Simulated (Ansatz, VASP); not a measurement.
**ZnS: VASP beside Ansatz**

INCAR

```
SYSTEM = ZnS
PREC = Accurate
ENCUT = 520
EDIFF = 1E-6
ISMEAR = 0
SIGMA = 0.01
LREAL = .False.
LASPH = .True.
NELM = 80
ALGO = Normal
ISIF = 2
LWAVE = .False.
LCHARG = .True.
GGA = PS
LELF = .True.
LVHAR = .True.
NBANDS = 16
```

The input KPOINTS:

```
Automatic mesh
0
Gamma
  9 9 9
  0 0 0
```

POSCAR

```
ZnS
1.0
    0.0000000000      2.7020000000      2.7020000000
    2.7020000000      0.0000000000      2.7020000000
    2.7020000000      2.7020000000      0.0000000000
Zn S
1 1
Direct
    0.7500000000      0.7500000000      0.7500000000
    0.0000000000      0.0000000000      0.0000000000
```

File input.yaml:

```yaml
crystal:
  lattice:
    - [0.0, 2.702, 2.702]
    - [2.702, 0.0, 2.702]
    - [2.702, 2.702, 0.0]
  atoms:
    - { symbol: Zn, position: [0.75, 0.75, 0.75] }
    - { symbol: S, position: [0.0, 0.0, 0.0] }
kpoints:
  mp_grid: { grid: [9, 9, 9] }
  band_path:
    path:
      - [0.0, 0.0, 0.0]
      - [0.5, 0.0, 0.5]
      - [0.5, 0.25, 0.75]
      - [0.375, 0.375, 0.75]
      - [0.0, 0.0, 0.0]
      - [0.5, 0.5, 0.5]
      - [0.625, 0.25, 0.625]
      - [0.5, 0.25, 0.75]
    npoints: 12
scf:
  occupations: { method: gaussian, width: 0.01 }
hamiltonian:
  xc: pbesol
  pseudopotentials: { kind: all_electron, lapw: { basis_error: 0.001 } }
output:
  forces: true
  stress: true
  eigenvalues: true
```

Alike in both runs: functional PBEsol; k mesh 9 × 9 × 9; occupations gaussian, width 0.01 eV; no spin polarisation.

```csv
,VASP,Ansatz
version,VASP 6.6.1,Ansatz 0.2.0
potentials or method,"VASP PAW PBE potentials, release 64 (Zn, S), cutoff 520 eV","all-electron LAPW, scalar-relativistic"
task,single point,band structure
```

```tsv
	VASP	Ansatz	Ansatz less VASP
gap on the k mesh at the Fermi level (eV)	1.98	1.98	-0.002
least direct gap on the mesh (eV)	1.98	1.98	-0.002
pressure (GPa)	-1.8	-2.0	-0.18
```

VASP's potentials were made for PBE, not for PBEsol. Ansatz ran all-electron here, and VASP with PAW potentials.
